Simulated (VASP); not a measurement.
# TaN (Fm-3m) in VASP: further runs

The runs below take TaN through single point, with PBEsol.

Everything below comes from runs of VASP 6.6.1. Logs are shortened: lines on timing, memory, paths and dates and some standing lists are left out, and cuts for length are marked.

### 1 The cell of the first run

Symmetry: Fm-3m, No. 225, cubic system. Conventional cell: a = 4.329 Å, b = 4.329 Å, c = 4.329 Å, α = 90.00°, β = 90.00°, γ = 90.00°. Ta (site symmetry m-3m) has 6 N at 2.16 Å within 2.9 Å. N (site symmetry m-3m) has 6 Ta at 2.16 Å within 2.9 Å.

### 2 Single point, PBEsol (volume scaled by 0.98)

Contents of INCAR:

```
PREC = Accurate
ENCUT = 520
EDIFF = 1E-7
ISMEAR = -1
SIGMA = 0.02
LREAL = False
LASPH = True
NELM = 80
ALGO = Normal
ISIF = 2
LWAVE = False
LCHARG = False
GGA = PS
NBANDS = 15
```

Contents of KPOINTS:

```
Automatic mesh
0
Gamma
  9 9 9
```

Contents of POSCAR:

```
TaN
1.0
    0.0000000000      2.1643753983      2.1643753983
    2.1643753983      0.0000000000      2.1643753983
    2.1643753983      2.1643753983      0.0000000000
Ta N
1 1
Direct
    0.5000000000      0.5000000000      0.5000000000
    0.0000000000      0.0000000000      0.0000000000
```

Potentials or basis: VASP PAW PBE potentials, release 64 (Ta_pv, N).

The run is started by

```
$ cat potpaw_PBE.64/Ta_pv/POTCAR potpaw_PBE.64/N/POTCAR > POTCAR
$ mpirun -np 1 vasp_std > vasp.out
```

OUTCAR:

```text
PREC = Accurate
   ENCUT = 520
   EDIFF = 1E-7
   ISMEAR = -1
   LREAL = False
   LASPH = True
   NELM = 80
   ISIF = 2
   GGA = PS

 ion  position               nearest neighbor table
   1  0.500  0.500  0.500-   2 2.16   2 2.16   2 2.16   2 2.16   2 2.16   2 2.16
   2  0.000  0.000  0.000-   1 2.16   1 2.16   1 2.16   1 2.16   1 2.16   1 2.16

  LATTYP: Found a face centered cubic cell.
 ALAT       =     4.3287507966

  Lattice vectors:

 A1 = (   0.0000000000,   2.1643753983,   2.1643753983)
 A2 = (   2.1643753983,   0.0000000000,   2.1643753983)
 A3 = (   2.1643753983,   2.1643753983,   0.0000000000)

Analysis of symmetry for initial positions (statically):
=====================================================================
 Subroutine PRICEL returns:
 Original cell was already a primitive cell.

 Routine SETGRP: Setting up the symmetry group for a
 face centered cubic supercell.

 Subroutine GETGRP returns: Found 48 space group operations
 (whereof 48 operations were pure point group operations)
 out of a pool of 48 trial point group operations.

The static configuration has the point symmetry O_h .

Analysis of symmetry for dynamics (positions and initial velocities):
=====================================================================
 Subroutine PRICEL returns:
 Original cell was already a primitive cell.

 Routine SETGRP: Setting up the symmetry group for a
 face centered cubic supercell.

 Subroutine GETGRP returns: Found 48 space group operations
 (whereof 48 operations were pure point group operations)
 out of a pool of 48 trial point group operations.

The dynamic configuration has the point symmetry O_h .

 Subroutine INISYM returns: Found 48 space group operations
 (whereof 48 operations are pure point group operations),
 and found     1 'primitive' translations

----------------------------------------------------------------------------------------

                                     Primitive cell

  volume of cell :      20.2781

  direct lattice vectors                    reciprocal lattice vectors
     0.000000000  2.164375398  2.164375398    -0.231013530  0.231013530  0.231013530
     2.164375398  0.000000000  2.164375398     0.231013530 -0.231013530  0.231013530
     2.164375398  2.164375398  0.000000000     0.231013530  0.231013530 -0.231013530

  length of vectors
     3.060889042  3.060889042  3.060889042     0.400127170  0.400127170  0.400127170

  position of ions in fractional coordinates (direct lattice)
     0.500000000  0.500000000  0.500000000
     0.000000000  0.000000000  0.000000000

  ion indices of the primitive-cell ions
   primitive index   ion index
                 1           1
                 2           2

----------------------------------------------------------------------------------------

 KPOINTS: Automatic mesh

Automatic generation of k-mesh.
 Grid dimensions read from file:
 generate k-points for:    9    9    9

 Generating k-lattice:

  Cartesian coordinates                     Fractional coordinates (reciprocal lattice)
    -0.025668170  0.025668170  0.025668170     0.111111111  0.000000000  0.000000000
     0.025668170 -0.025668170  0.025668170     0.000000000  0.111111111  0.000000000
     0.025668170  0.025668170 -0.025668170     0.000000000  0.000000000  0.111111111

  Length of vectors
     0.044458574  0.044458574  0.044458574

  Shift w.r.t. Gamma in fractional coordinates (k-lattice)
     0.000000000  0.000000000  0.000000000

 Subroutine IBZKPT returns following result:
 ===========================================

 Found     35 irreducible k-points:

 Following reciprocal coordinates:
            Coordinates               Weight
  0.000000  0.000000  0.000000      1.000000
  0.111111  0.000000  0.000000      8.000000
  0.222222  0.000000  0.000000      8.000000
  0.333333  0.000000  0.000000      8.000000
  0.444444  0.000000  0.000000      8.000000
  0.111111  0.111111  0.000000      6.000000
[... 16 lines left out ...]
 -0.333333  0.333333  0.000000     12.000000
  0.444444  0.444444  0.000000      6.000000
 [... further k-points ...]
   k-points           NKPTS =     35   k-points in BZ     NKDIM =     35   number of bands    NBANDS=     15
   number of dos      NEDOS =    301   number of ions     NIONS =      2
   total plane-waves  NPLWV =  13824
   dimension x,y,z NGX =    24 NGY =   24 NGZ =   24
   dimension x,y,z NGXF=    48 NGYF=   48 NGZF=   48
   ions per type =               1   1
   NGX,Y,Z   is equivalent  to a cutoff of  13.04, 13.04, 13.04 a.u.
   NGXF,Y,Z  is equivalent  to a cutoff of  26.07, 26.07, 26.07 a.u.
 SYSTEM =  unknown system
   PREC   = accura    normal or accurate (medium, high low for compatibility)
   ISTART =      0    job   : 0-new  1-cont  2-samecut
   ICHARG =      2    charge: 1-file 2-atom 10-const
   ISPIN  =      1    spin polarized calculation?
   LNONCOLLINEAR =      F non collinear calculations
   LSORBIT =      F    spin-orbit coupling
   LASPH  =      T    aspherical Exc in radial PAW
   ENCUT  =  520.0 eV  38.22 Ry    6.18 a.u.   5.69  5.69  5.69*2*pi/ulx,y,z
   NELM   =     80;   NELMIN=  2; NELMDL= -5     # of ELM steps
   EDIFF  = 0.1E-06   stopping-criterion for ELM
   LREAL  =      F    real-space projection
   EDIFFG = 0.1E-05   stopping-criterion for IOM
   NSW    =      0    number of steps for IOM
   IBRION =     -1    ionic relax: 0-MD 1-quasi-New 2-CG
   NFREE  =      0    steps in history (QN), initial steepest desc. (CG)
   ISIF   =      2    stress and relaxation
   ISYM   =      2    0-nonsym 1-usesym 2-fastsym
   POTIM  = 0.5000    time-step for ionic-motion
   TEBEG  =    0.0;   TEEND  =   0.0 temperature during run
   PSTRESS=    0.0 pullay stress
   NELECT =      16.0000    total number of electrons
   NUPDOWN=      -1.0000    fix difference up-down
   EMIN   =  10.00;   EMAX   =-10.00  energy-range for DOS
   EFERMI =   0.00;   METHOD = LEGACY
   ISMEAR =    -1;   SIGMA  =   0.02  broadening in eV -4-tet -1-fermi 0-gaus
   EFERMI_NEDOS =   21; number of points for ismear=-14 and -15
   IALGO  =     38    algorithm
   IMIX   =      4    mixing-type and parameters
     AMIX     =   0.40;   BMIX     =  1.00
     AMIX_MAG =   1.60;   BMIX_MAG =  1.00
  volume/ion in A,a.u.               =      10.14        68.42
  Fermi-wavevector in a.u.,A,eV,Ry     =   1.512768  2.858716 31.136471  2.288466
  Thomas-Fermi vector in A             =   2.622648
   LORBIT       =      0    0 simple, 1 ext, 2 COOP (PROOUT), +10 PAW based schemes
   GGA     = PS    functional components
   LHFCALC =     F    Hartree Fock is set to
   AEXX    =    0.0000 exact exchange contribution
   IVDW    =     0    specifies the selected vdW correction
   LEPSILON=     F    determine dielectric tensor
   LRPA    =     F    only Hartree local field effects (RPA)
 non-spin polarized calculation
  energy-cutoff  :      520.00
  volume of cell :       20.28
 maximum number of plane-waves:       556
   NGX = 11   NGY = 11   NGZ = 11

 number of electron      15.9999998 magnetization

 Free energy of the ion-electron system (eV)
  ---------------------------------------------------
  ext. energy  EPLUGINS =         0.00000000
  ---------------------------------------------------
  free energy    TOTEN  =       -23.18428646 eV

  energy without entropy =      -23.18324704  energy(sigma->0) =      -23.18376675

 E-fermi :   9.8077     XC(G=0): -13.8532

 val. band max:        9.6986572286   @ k =  -0.4444   0.2222   0.1111
 cond. band min:       9.8336653360   @ k =  -0.2222   0.2222   0.0000
 fundamental gap:      0.1350081073
 Fermi energy:         9.8076700813

 k-point     1 :       0.0000    0.0000    0.0000
  band No.  band energies     occupation
      1     -25.6977      2.00000
      2     -25.6977      2.00000
      3     -25.6977      2.00000
      4      -9.2802      2.00000
      5       5.9924      2.00000
      6       5.9924      2.00000
      7       5.9924      2.00000
      8       7.6535      2.00000
      9       7.6535      2.00000
     10       7.6535      2.00000
     11       9.9545      0.00130
     12       9.9545      0.00130
     13      11.8873      0.00000
     14      19.3159      0.00000
     15      22.3874      0.00000

 k-point     2 :       0.1111    0.0000    0.0000
  band No.  band energies     occupation
      1     -25.8287      2.00000
      2     -25.7092      2.00000
      3     -25.7092      2.00000
      4      -8.9521      2.00000
      5       4.6348      2.00000
      6       5.0393      2.00000
      7       5.0393      2.00000
      8       8.1143      2.00000
      9       8.1143      2.00000
     10       8.2007      2.00000
     11      11.1480      0.00000
     12      11.1480      0.00000
     13      12.7200      0.00000
     14      20.2744      0.00000
     15      22.3868      0.00000

 k-point     3 :       0.2222    0.0000    0.0000
  band No.  band energies     occupation
      1     -26.1463      2.00000
      2     -25.7381      2.00000
      3     -25.7381      2.00000
      4      -8.0815      2.00000
      5       2.5128      2.00000
      6       3.6477      2.00000
      7       3.6477      2.00000
      8       8.8893      2.00000
      9       9.1554      2.00000
     10       9.1554      2.00000
     11      13.4721      0.00000
     12      13.4721      0.00000
     13      14.3515      0.00000
     14      22.3076      0.00000
     15      22.4155      0.00000

 k-point     4 :       0.3333    0.0000    0.0000
  band No.  band energies     occupation
      1     -26.4860      2.00000
      2     -25.7706      2.00000
      3     -25.7706      2.00000
      4      -6.9597      2.00000
      5       0.5911      2.00000
      6       2.5996      2.00000
      7       2.5996      2.00000
      8       9.9952      0.00017
      9      10.5731      0.00000
     10      10.5731      0.00000
     11      15.2921      0.00000
     12      15.8795      0.00000
     13      15.8795      0.00000
     14      22.2650      0.00000
     15      22.6520      0.00000
[... 307 lines left out ...]
 k-point    22 :      -0.4444    0.3333    0.0000
  band No.  band energies     occupation
      1     -26.4699      2.00000
      2     -26.1878      2.00000
      3     -25.9612      2.00000
      4      -7.3598      2.00000
      5       2.0654      2.00000
      6       2.9518      2.00000
      7       3.7060      2.00000
      8       7.1670      2.00000
      9      12.7678      0.00000
     10      12.9080      0.00000
     11      14.7243      0.00000
     12      15.3310      0.00000
     13      18.4451      0.00000
     14      20.2826      0.00000
     15      22.4062      0.00000

 k-point    23 :      -0.3333    0.3333    0.0000
  band No.  band energies     occupation
      1     -26.3764      2.00000
      2     -26.3196      2.00000
      3     -25.9000      2.00000
      4      -6.9308      2.00000
      5       1.1008      2.00000
      6       2.9034      2.00000
      7       2.9084      2.00000
      8       9.0216      2.00000
      9      11.9224      0.00000
     10      11.9487      0.00000
     11      14.4214      0.00000
     12      16.7866      0.00000
     13      19.9604      0.00000
     14      21.5890      0.00000
     15      21.6296      0.00000

 k-point    24 :       0.4444    0.4444    0.0000
  band No.  band energies     occupation
      1     -26.5456      2.00000
      2     -26.0272      2.00000
      3     -26.0272      2.00000
      4      -7.9440      2.00000
      5       2.9313      2.00000
      6       4.1602      2.00000
      7       5.1592      2.00000
      8       5.1592      2.00000
      9      12.0838      0.00000
     10      13.7033      0.00000
     11      13.7033      0.00000
     12      14.8417      0.00000
     13      17.5749      0.00000
     14      19.4833      0.00000
     15      22.4048      0.00000

 [... further k-points ...]

------------------------ aborting loop because EDIFF is reached ----------------------------------------

  FORCE on cell =-STRESS in cart. coord.  units (eV):
  Direction    XX          YY          ZZ          XY          YZ          ZX
  --------------------------------------------------------------------------------------
  -------------------------------------------------------------------------------------
  Total        1.7063184      1.7063184      1.7063184      0.0000000     -0.0000000     -0.0000000
  in kB      134.8164489    134.8164489    134.8164489      0.0000000     -0.0000000     -0.0000000
  external PRESSURE =     134.8164489 kB  Pullay stress =       0.0000000 kB

 VOLUME and BASIS-vectors are now :
 -----------------------------------------------------------------------------
  energy-cutoff  :      520.00
  volume of cell :       20.28
      direct lattice vectors                 reciprocal lattice vectors
     0.000000000  2.164375398  2.164375398    -0.231013530  0.231013530  0.231013530
     2.164375398  0.000000000  2.164375398     0.231013530 -0.231013530  0.231013530
     2.164375398  2.164375398  0.000000000     0.231013530  0.231013530 -0.231013530

 POSITION                                       TOTAL-FORCE (eV/Angst)
 -----------------------------------------------------------------------------------
      2.16438      2.16438      2.16438        -0.000000     -0.000000     -0.000000
      0.00000      0.00000      0.00000         0.000000      0.000000      0.000000
 -----------------------------------------------------------------------------------
    total drift:                                0.000000     -0.000000     -0.000000

  FREE ENERGIE OF THE ION-ELECTRON SYSTEM (eV)
  ---------------------------------------------------
  free  energy   TOTEN  =       -23.1842864592 eV

  energy  without entropy=      -23.1832470377  energy(sigma->0) =      -23.18376675
```

Run time: 7.5 s. Hardware: 1 thread of Intel Xeon 6975P-C, shared host; peak memory 0.14 GiB.

What came out:

- Free energy: -23.1843 eV
- Pressure: 13.5 GPa
- Band gap on the k mesh: zero (band 8 reaches 11.59 eV, above the bottom of band 9 at 7.65 eV)

Caveat: the PAW data sets were made with another functional, which shifts forces and pressure a little; spin-orbit coupling is left out, which moves the levels of the heavy elements.

### 3 Single point, PBEsol (volume scaled by 1.01)

Contents of INCAR:

```
SYSTEM = TaN
ALGO = Normal
EDIFF = 1E-6
ENCUT = 520
GGA = PS
ISIF = 2
ISMEAR = -1
LASPH = .TRUE.
LCHARG = .FALSE.
LREAL = .FALSE.
LWAVE = .FALSE.
NBANDS = 15
NELM = 60
PREC = Accurate
SIGMA = 0.02
```

Contents of KPOINTS:

```
k-points
0
G
  9 9 9
  0 0 0
```

Contents of POSCAR:

```
TaN
1.0
    0.0000000000      2.1862392558      2.1862392558
    2.1862392558      0.0000000000      2.1862392558
    2.1862392558      2.1862392558      0.0000000000
Ta N
1 1
Direct
    0.5000000000      0.5000000000      0.5000000000
    0.0000000000      0.0000000000      0.0000000000
```

Potentials or basis: VASP PAW PBE potentials, release 64 (Ta_pv, N).

The run is started by

```
$ cat potpaw_PBE.64/Ta_pv/POTCAR potpaw_PBE.64/N/POTCAR > POTCAR
$ mpirun -np 1 vasp_std > vasp.out
```

OUTCAR:

```text
SYSTEM = TaN
   EDIFF = 1E-6
   ENCUT = 520
   GGA = PS
   ISIF = 2
   ISMEAR = -1
   LASPH = .TRUE.
   LREAL = .FALSE.
   NELM = 60
   PREC = Accurate

 ion  position               nearest neighbor table
   1  0.500  0.500  0.500-   2 2.19   2 2.19   2 2.19   2 2.19   2 2.19   2 2.19
   2  0.000  0.000  0.000-   1 2.19   1 2.19   1 2.19   1 2.19   1 2.19   1 2.19

  LATTYP: Found a face centered cubic cell.
 ALAT       =     4.3724785116

  Lattice vectors:

[... 619 lines left out ...]

  FORCE on cell =-STRESS in cart. coord.  units (eV):
  Direction    XX          YY          ZZ          XY          YZ          ZX
  --------------------------------------------------------------------------------------
  -------------------------------------------------------------------------------------
  Total        0.2176440      0.2176440      0.2176440      0.0000000      0.0000000      0.0000000
  in kB       16.6853079     16.6853079     16.6853079      0.0000000      0.0000000      0.0000000
  external PRESSURE =      16.6853079 kB  Pullay stress =       0.0000000 kB

 VOLUME and BASIS-vectors are now :
 -----------------------------------------------------------------------------
  energy-cutoff  :      520.00
  volume of cell :       20.90
      direct lattice vectors                 reciprocal lattice vectors
     0.000000000  2.186239256  2.186239256    -0.228703239  0.228703239  0.228703239
     2.186239256  0.000000000  2.186239256     0.228703239 -0.228703239  0.228703239
     2.186239256  2.186239256  0.000000000     0.228703239  0.228703239 -0.228703239

 POSITION                                       TOTAL-FORCE (eV/Angst)
 -----------------------------------------------------------------------------------
      2.18624      2.18624      2.18624        -0.000000     -0.000000      0.000000
      0.00000      0.00000      0.00000         0.000000      0.000000     -0.000000
 -----------------------------------------------------------------------------------
    total drift:                                0.000000     -0.000000     -0.000000

  FREE ENERGIE OF THE ION-ELECTRON SYSTEM (eV)
  ---------------------------------------------------
  free  energy   TOTEN  =       -23.2136235448 eV

  energy  without entropy=      -23.2125215128  energy(sigma->0) =      -23.21307253
```

stdout:

```text
POSCAR found type information on POSCAR TaN
 POSCAR found :  2 types and       2 ions
 scaLAPACK will be used
 -----------------------------------------------------------------------------
|                                                                             |
|                                                                             |
|     You enforced a specific xc type in the INCAR file but a different       |
|     I HOPE YOU KNOW WHAT YOU ARE DOING!                                     |
|                                                                             |
 -----------------------------------------------------------------------------

 LDA part: xc-table for (Slater+PW92), standard interpolation
 POSCAR, INCAR and KPOINTS ok, starting setup
 FFT: planning ... GRIDC
 FFT: planning ... GRID_SOFT
 FFT: planning ... GRID
 WAVECAR not read
 entering main loop
```

Wall time 7.4 s (1 thread of Intel Xeon 6975P-C, shared host); peak memory 0.15 GiB.

What came out:

```
Free energy            : -23.2136 eV
Pressure               : 1.7 GPa
Band gap on the k mesh : zero (band 8 reaches 11.17 eV, above the bottom of band 9 at 7.39 eV)
```

Caveat: the PAW data sets were made with another functional, which shifts forces and pressure a little; spin-orbit coupling is left out, which moves the levels of the heavy elements.
